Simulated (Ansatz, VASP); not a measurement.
## KCl: VASP beside Ansatz

```xyz
4
Lattice="5.2347 0.0000 0.0000 -2.6174 4.5334 0.0000 0.0000 0.0000 6.1118" Properties=species:S:1:pos:R:3 pbc="T T T"
K     0.0000    3.0223   -0.3820
K     2.6174    1.5111    2.6739
Cl    0.0000    3.0223    2.6739
Cl    2.6174    1.5111    5.7298
```

Alike in both runs: task single point; functional r2SCAN; k mesh 6 × 6 × 4; no spin polarisation.

```csv
,VASP,Ansatz
version,VASP 6.6.1,Ansatz 0.2.0
potentials or method,"VASP PAW PBE potentials, release 64 (K_sv, Cl)","plane waves, PAW"
plane-wave cutoff (eV),520,500
occupations,"gaussian, width 0.01 eV",fixed
valence electrons in the cell,32,32
```

```tsv
	VASP	Ansatz	Ansatz less VASP
gap on the k mesh at the Fermi level (eV)	5.45	5.45	-0.001
pressure (GPa)	1.1	1.1	+0.01
traceless stress, the component that is largest in VASP (GPa)	0.16	0.16	-0.003
```

VASP's potentials were made for PBE, not for r2SCAN.
